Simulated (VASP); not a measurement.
# Fe (Fm-3m) in VASP: a series of runs, part 2 of 3

VASP 6.6.1. The steps go on from the part before.

### Step 3. Single point, PBE, collinear spin, ferromagnetic start

The input, INCAR:

```
SYSTEM = Fe
ALGO     = Normal         ! electronic algorithm
EDIFF    = 1E-7           ! SCF threshold, eV
ENCUT    = 520            ! plane-wave cutoff, eV
GGA      = PE             ! functional
ISIF     = 2              ! what is computed and relaxed
ISMEAR   = 0              ! smearing method
ISPIN    = 2              ! spin polarisation
LASPH    = .True.         ! aspherical terms in the spheres
LCHARG   = .True.         ! write CHGCAR
LELF     = .True.         ! ELF
LMAXMIX  = 4              ! l up to which the mixer works
LORBIT   = 11             ! projections on sites
LREAL    = .False.        ! projectors in reciprocal space
LVHAR    = .True.       
LWAVE    = .False.        ! write WAVECAR
MAGMOM   = 0.8 0.8        ! initial moments
NBANDS   = 19             ! bands
NELM     = 150            ! most SCF steps
PREC     = Accurate       ! precision mode
SIGMA    = 0.1            ! smearing width, eV
```

The input, KPOINTS:

```
k-points
0
Gamma
  6 12 12
  0 0 0
```

The input, POSCAR:

```
Fe
1.0
    0.0000000000      3.5570000000      3.5570000000
    1.7785000000      0.0000000000      1.7785000000
    1.7785000000      1.7785000000      0.0000000000
Fe
2
Direct
    0.0000000000      0.0000000000      0.0000000000
    0.5000000000      0.0000000000      0.0000000000
```

Potentials or basis: VASP PAW PBE potentials, release 64 (Fe).

Run with:

```console
$ cat potpaw_PBE.64/Fe/POTCAR > POTCAR
$ mpirun -np 1 vasp_std > vasp.out
```

OUTCAR:

```text
SYSTEM = Fe
   EDIFF = 1E-7
   ENCUT = 520
   GGA = PE
   ISIF = 2
   ISMEAR = 0
   ISPIN = 2
   LASPH = .True.
   LORBIT = 11
   LREAL = .False.
   NELM = 150
   PREC = Accurate

 ion  position               nearest neighbor table
   1  0.000  0.000  0.000-   2 2.52   2 2.52   2 2.52   2 2.52   2 2.52   2 2.52
   2  0.500  0.000  0.000-   1 2.52   1 2.52   1 2.52   1 2.52   1 2.52   1 2.52

  LATTYP: Found a trigonal (rhomboedric) cell.
 ALAT       =     4.3564175075
 COS(alpha) =     0.8333333333

  Lattice vectors:

 A1 = (   1.7785000000,  -1.7785000000,  -3.5570000000)
 A2 = (   3.5570000000,  -1.7785000000,  -1.7785000000)
 A3 = (   1.7785000000,  -3.5570000000,  -1.7785000000)

Analysis of symmetry for initial positions (statically):
=====================================================================
 Subroutine PRICEL returns following result:

  LATTYP: Found a face centered cubic cell.
 ALAT       =     3.5570000000
[... 12 lines left out ...]
 Subroutine GETGRP returns: Found 12 space group operations
 (whereof 12 operations were pure point group operations)
 out of a pool of 12 trial point group operations.

The static configuration has the point symmetry D_3d.

Analysis of symmetry for dynamics (positions and initial velocities):
=====================================================================
 Subroutine PRICEL returns following result:

  LATTYP: Found a face centered cubic cell.
 ALAT       =     3.5570000000
[... 12 lines left out ...]
 Subroutine GETGRP returns: Found 12 space group operations
 (whereof 12 operations were pure point group operations)
 out of a pool of 12 trial point group operations.

The dynamic configuration has the point symmetry D_3d.

Analysis of structural, dynamic, and magnetic symmetry:
=====================================================================
 Subroutine PRICEL returns following result:

  LATTYP: Found a face centered cubic cell.
 ALAT       =     3.5570000000
[... 12 lines left out ...]
 Subroutine GETGRP returns: Found 12 space group operations
 (whereof 12 operations were pure point group operations)
 out of a pool of 12 trial point group operations.

The overall configuration has the point symmetry D_3d.

 Subroutine INISYM returns: Found 12 space group operations
 (whereof 12 operations are pure point group operations),
 and found     2 'primitive' translations

----------------------------------------------------------------------------------------

                                     Primitive cell

  volume of cell :      11.2510

  direct lattice vectors                    reciprocal lattice vectors
     0.000000000  1.778500000  1.778500000    -0.281135789  0.281135789  0.281135789
     1.778500000  0.000000000  1.778500000     0.281135789 -0.281135789  0.281135789
     1.778500000  1.778500000  0.000000000     0.281135789  0.281135789 -0.281135789

  length of vectors
     2.515178821  2.515178821  2.515178821     0.486941470  0.486941470  0.486941470

  position of ions in fractional coordinates (direct lattice)
     0.000000000  0.000000000  0.000000000

  ion indices of the primitive-cell ions
   primitive index   ion index
                 1           1

----------------------------------------------------------------------------------------

 KPOINTS: k-points

Automatic generation of k-mesh.
 Grid dimensions read from file:
 generate k-points for:    6   12   12
[... 79 lines left out ...]
   LSORBIT =      F    spin-orbit coupling
   LASPH  =      T    aspherical Exc in radial PAW
   ENCUT  =  520.0 eV  38.22 Ry    6.18 a.u.   9.35  4.68  4.68*2*pi/ulx,y,z
   NELM   =    150;   NELMIN=  2; NELMDL= -5     # of ELM steps
   EDIFF  = 0.1E-06   stopping-criterion for ELM
   LREAL  =      F    real-space projection
   EDIFFG = 0.1E-05   stopping-criterion for IOM
   NSW    =      0    number of steps for IOM
   IBRION =     -1    ionic relax: 0-MD 1-quasi-New 2-CG
   NFREE  =      0    steps in history (QN), initial steepest desc. (CG)
   ISIF   =      2    stress and relaxation
   ISYM   =      2    0-nonsym 1-usesym 2-fastsym
   POTIM  = 0.5000    time-step for ionic-motion
   TEBEG  =    0.0;   TEEND  =   0.0 temperature during run
   PSTRESS=    0.0 pullay stress
   NELECT =      16.0000    total number of electrons
   NUPDOWN=      -1.0000    fix difference up-down
   EMIN   =  10.00;   EMAX   =-10.00  energy-range for DOS
   EFERMI =   0.00;   METHOD = LEGACY
   ISMEAR =     0;   SIGMA  =   0.10  broadening in eV -4-tet -1-fermi 0-gaus
   EFERMI_NEDOS =   21; number of points for ismear=-14 and -15
   IALGO  =     38    algorithm
   IMIX   =      4    mixing-type and parameters
     AMIX     =   0.40;   BMIX     =  1.00
     AMIX_MAG =   1.60;   BMIX_MAG =  1.00
  volume/ion in A,a.u.               =      11.25        75.93
  Fermi-wavevector in a.u.,A,eV,Ry     =   1.461193  2.761255 29.049600  2.135085
  Thomas-Fermi vector in A             =   2.577554
   LORBIT       =     11    0 simple, 1 ext, 2 COOP (PROOUT), +10 PAW based schemes
   GGA     = PE    functional components
   LHFCALC =     F    Hartree Fock is set to
   AEXX    =    0.0000 exact exchange contribution
   IVDW    =     0    specifies the selected vdW correction
   LEPSILON=     F    determine dielectric tensor
   LRPA    =     F    only Hartree local field effects (RPA)
 spin polarized calculation
 Gauss-broadening in eV      SIGMA  =   0.10
  energy-cutoff  :      520.00
  volume of cell :       22.50
 maximum number of plane-waves:       617
 NGX is ok and might be reduce to    40
   NGX = 19   NGY =  9   NGZ =  9

 number of electron      15.9999989 magnetization       2.7603785

 Free energy of the ion-electron system (eV)
  ---------------------------------------------------
  ext. energy  EPLUGINS =         0.00000000
  ---------------------------------------------------
  free energy    TOTEN  =       -16.15038909 eV

  energy without entropy =      -16.13606342  energy(sigma->0) =      -16.14322625

 E-fermi :   5.8993     XC(G=0): -13.1992

 val. band max:        5.8855126092   @ k =   0.0000   0.1667   0.0833
 cond. band min:       5.9044391782   @ k =   0.1667   0.5000   0.0833
 fundamental gap:      0.0189265690
 Fermi energy:         5.8993115400

 spin component 1

 k-point     1 :       0.0000    0.0000    0.0000
  band No.  band energies     occupation
      1      -2.5634      1.00000
      2       1.2128      1.00000
      3       3.6761      1.00000
      4       3.6761      1.00000
      5       3.9743      1.00000
      6       3.9743      1.00000
[... 517 lines left out ...]
     18      27.6483      0.00000
     19      28.5739      0.00000

 [... further k-points ...]

 spin component 2

 k-point     1 :       0.0000    0.0000    0.0000
  band No.  band energies     occupation
      1      -2.4313      1.00000
      2       1.8476      1.00000
      3       5.0153      1.00000
      4       5.0154      1.00000
      5       5.0154      1.00000
      6       5.1510      1.00000
[... 517 lines left out ...]
     18      27.9046      0.00000
     19      28.9879      0.00000

 [... further k-points ...]

------------------------ aborting loop because EDIFF is reached ----------------------------------------

  FORCE on cell =-STRESS in cart. coord.  units (eV):
  Direction    XX          YY          ZZ          XY          YZ          ZX
  --------------------------------------------------------------------------------------
  -------------------------------------------------------------------------------------
  Total       -1.4532753     -1.4532753     -1.4532753     -0.0000207      0.0000207     -0.0000207
  in kB     -103.4753418   -103.4753418   -103.4753418     -0.0014731      0.0014731     -0.0014731
  external PRESSURE =    -103.4753418 kB  Pullay stress =       0.0000000 kB

 VOLUME and BASIS-vectors are now :
 -----------------------------------------------------------------------------
  energy-cutoff  :      520.00
  volume of cell :       22.50
      direct lattice vectors                 reciprocal lattice vectors
     0.000000000  3.557000000  3.557000000    -0.140567894  0.140567894  0.140567894
     1.778500000  0.000000000  1.778500000     0.281135789 -0.281135789  0.281135789
     1.778500000  1.778500000  0.000000000     0.281135789  0.281135789 -0.281135789

 POSITION                                       TOTAL-FORCE (eV/Angst)
 -----------------------------------------------------------------------------------
      0.00000      0.00000      0.00000         0.000000      0.000000      0.000000
      0.00000      1.77850      1.77850        -0.000000     -0.000000     -0.000000
 -----------------------------------------------------------------------------------
    total drift:                               -0.000000     -0.000000     -0.000000

  FREE ENERGIE OF THE ION-ELECTRON SYSTEM (eV)
  ---------------------------------------------------
  free  energy   TOTEN  =       -16.1503890923 eV

  energy  without entropy=      -16.1360634171  energy(sigma->0) =      -16.14322625

 total charge

# of ion       s       p       d       tot
------------------------------------------
    1        0.494   0.544   6.246   7.284
    2        0.494   0.544   6.246   7.284
--------------------------------------------------
tot          0.987   1.088  12.492  14.567

 magnetization (x)

# of ion       s       p       d       tot
------------------------------------------
    1       -0.008  -0.026   1.406   1.372
    2       -0.008  -0.026   1.406   1.372
--------------------------------------------------
tot         -0.015  -0.051   2.811   2.745
```

Wall time 1.9 min (1 thread of Intel Xeon 8259CL, shared host); peak memory 0.2 GiB.

Results:

```
Free energy                                           : -16.1504 eV
Pressure                                              : -10.3 GPa
Net moment                                            : 2.76 μB per cell
Site moments                                          : Fe +1.37 μB
Valence electrons inside the program's atomic spheres : Fe 7.28
```

Levels at points of the mesh, in eV from the Fermi level:
Spin up:
| k point | band 6 | band 7 | band 8 | band 9 | band 10 | band 11 | band 12 | band 13 |
| --- | --- | --- | --- | --- | --- | --- | --- | --- |
| (0.00, 0.00, 0.00) | -1.93 | -1.93 | -1.00 | -1.00 | 0.07 | 0.15 | 0.15 | 7.04 |
| (0.50, 0.00, 0.00) | -1.83 | -1.83 | -1.83 | -0.73 | -0.73 | -0.73 | -0.73 | 15.02 |
| (0.00, 0.50, 0.00) | -0.14 | 0.07 | 0.15 | 0.15 | 0.54 | 0.54 | 2.87 | 7.04 |
| (0.50, 0.50, 0.00) | -1.90 | -1.20 | -1.20 | 0.25 | 0.25 | 3.10 | 3.10 | 9.34 |
Spin down:
```csv
k point,band 3,band 4,band 5,band 6,band 7,band 8,band 9,band 10,band 11,band 12
"(0.00, 0.00, 0.00)",-0.88,-0.88,-0.88,-0.75,-0.75,0.16,0.97,0.97,1.69,1.69
"(0.50, 0.00, 0.00)",-1.45,-1.45,-0.54,-0.54,-0.54,-0.54,0.97,0.97,0.97,0.97
"(0.00, 0.50, 0.00)",-3.26,-0.75,-0.75,0.16,1.69,1.69,1.73,1.73,1.93,3.00
"(0.50, 0.50, 0.00)",-2.35,-2.35,-0.99,-0.99,0.39,0.39,1.76,1.76,3.98,3.98
```

Caveat: the cell stands under tension.

(Part 2 of 3 ends here.)
